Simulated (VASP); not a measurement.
A run of VASP 6.6.1 is set up as follows.

File INCAR:

```
  PREC = Accurate
  ENCUT = 520
  EDIFF = 1E-7
  ISMEAR = -1
  SIGMA = 0.05
  LREAL = False
  LASPH = True
  NELM = 60
  ALGO = Normal
  ISIF = 2
  LWAVE = False
  LCHARG = False
  GGA = PE
  NBANDS = 16
```

File KPOINTS:

```
regular mesh
0
Gamma
  11 11 11
```

File POSCAR:

```
HgTe
1.0
    3.4104789185      0.0000000000      0.0000000000
    0.0000000000      3.4104789185      0.0000000000
    0.0000000000      0.0000000000      3.4104789185
Hg Te
1 1
Direct
    0.0000000000      0.0000000000      0.0000000000
    0.5000000000      0.5000000000      0.5000000000
```

Potentials or basis: VASP PAW PBE potentials, release 64 (Hg, Te).

Command:

```sh
$ cat potpaw_PBE.64/Hg/POTCAR potpaw_PBE.64/Te/POTCAR > POTCAR
$ mpirun -np 1 vasp_std > vasp.out
```

Q: Estimate the band gap on the k mesh.

A: Zero (band 9 reaches 10.31 eV, above the bottom of band 10 at 7.62 eV).

Q: Estimate the pressure.

A: 36.2 GPa.

Caveat: spin-orbit coupling is left out, which moves the levels of the heavy elements.
